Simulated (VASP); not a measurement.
# GaP: single point with LDA

**Experimental background.**

“Stacking defects in GaP nanowires: Electronic structure and optical properties”, 2018, arxiv:1810.01194 quotes, for a bulk crystal of GaP at 10 K: band gap 2.34 eV (indirect).

Crystal: GaP.

```xyz
2
Lattice="0.0000 2.6958 2.6958 2.6958 0.0000 2.6958 2.6958 2.6958 0.0000" Properties=species:S:1:pos:R:3 pbc="T T T"
Ga    0.0000    0.0000    0.0000
P     4.0437    4.0437    4.0437
```

* Program: VASP 6.6.1
* Task: single point
* Functional: LDA
* Potentials or basis: VASP PAW LDA potentials, release 64 (Ga_d, P)
* Cutoff: 520 eV
* k mesh: 8 × 8 × 8
* Occupations: fermi-dirac, width 0.05 eV
* Spin: no spin polarisation
* Dipole correction: no
* Further INCAR settings: ALGO = Normal; EDIFF = 1e-06; NBANDS = 16

```json
{
  "Pressure": "0.1 GPa",
  "Band gap on the k mesh": "1.43 eV, indirect (least direct gap 1.91 eV)"
}
```

Levels at points of the mesh, in eV from the valence-band top:
| k point | band 5 | band 6 | band 7 | band 8 | band 9 | band 10 | band 11 | band 12 | band 13 | band 14 |
| --- | --- | --- | --- | --- | --- | --- | --- | --- | --- | --- |
| (0.00, 0.00, 0.00) | -14.66 | -12.76 | 0.00 | 0.00 | 0.00 | 1.91 | 3.78 | 3.78 | 3.78 | 8.64 |
| (0.50, 0.00, 0.00) | -14.65 | -10.57 | -6.90 | -1.18 | -1.18 | 1.62 | 4.62 | 4.62 | 8.11 | 10.88 |
| (0.50, 0.50, 0.00) | -14.63 | -9.60 | -7.00 | -2.82 | -2.82 | 1.43 | 1.65 | 10.70 | 10.70 | 11.27 |

Wall time 8.3 s on 1 thread of Intel(R) Xeon(R) 6975P-C (Granite Rapids) (shared host), peak memory 0.14 GiB.

Against the measured gap of GaP, 2.34 eV (indirect; 10 K; quoted in “Stacking defects in GaP nanowires: Electronic structure and optical properties”, 2018, arxiv:1810.01194), the calculated 1.43 eV is off by -0.91 eV. Spin-orbit coupling on Ga is left out. The value is that of LDA on a finite k mesh, which can miss the band edges, without temperature or zero-point motion. Semilocal functionals fall short of measured gaps as a rule.
